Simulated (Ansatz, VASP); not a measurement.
## Cu: VASP beside Ansatz

```
CELL_PARAMETERS angstrom
0.00000 1.80750 1.84365
1.80750 0.00000 1.84365
1.80750 1.80750 0.00000
ATOMIC_POSITIONS crystal
Cu 0.00000 0.00000 0.00000
```

Change from the starting cell: zz strain of +2 %.

Alike in both runs: task single point; functional PBEsol; k mesh 19 × 19 × 19; occupations fermi-dirac, width 0.08 eV; no spin polarisation.

|  | VASP | Ansatz |
| --- | --- | --- |
| version | VASP 6.6.1 | Ansatz 0.2.0 |
| potentials or method | VASP PAW PBE potentials, release 64 (Cu), cutoff 520 eV | all-electron LAPW, scalar-relativistic |

```tsv
	VASP	Ansatz	Ansatz less VASP
pressure (GPa)	-8.4	-9.0	-0.68
traceless stress, the component that is largest in VASP (GPa)	-0.63	-0.65	-0.021
```

VASP's potentials were made for PBE, not for PBEsol. Ansatz ran all-electron here, and VASP with PAW potentials.
